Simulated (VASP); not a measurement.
Here is a VASP 6.6.1 calculation.

File INCAR:

```
SYSTEM = Ca
ALGO     = Fast           ! electronic algorithm
EDIFF    = 1E-7           ! SCF threshold, eV
ENCUT    = 520            ! plane-wave cutoff, eV
GGA      = PS             ! functional
ISIF     = 2              ! what is computed and relaxed
ISMEAR   = 0              ! smearing method
LASPH    = .True.         ! aspherical terms in the spheres
LCHARG   = .False.        ! write CHGCAR
LREAL    = .False.        ! projectors in reciprocal space
LWAVE    = .False.        ! write WAVECAR
NBANDS   = 11             ! bands
NELM     = 60             ! most SCF steps
PREC     = Accurate       ! precision mode
SIGMA    = 0.15           ! smearing width, eV
```

Contents of KPOINTS:

```
k-points
0
Gamma
  20 20 20
  0 0 0
```

Contents of POSCAR:

```
Ca
1.0
    3.6193367260     -0.7238673452     -0.7238673452
   -0.7238673452      3.6193367260     -0.7238673452
   -0.7238673452     -0.7238673452      3.6193367260
Ca
1
Direct
    0.0000000000      0.0000000000      0.0000000000
```

Potentials or basis: VASP PAW PBE potentials, release 64 (Ca_sv).

The run is started by

```sh
$ cat potpaw_PBE.64/Ca_sv/POTCAR > POTCAR
$ mpirun -np 1 vasp_std > vasp.out
```

Estimate the pressure.

-0.2 GPa.

What does it give for the band gap on the k mesh?

Zero (bands 5 and 6 overlap by 0.37 eV).

Caveat: the PAW data sets were made with another functional, which shifts forces and pressure a little.
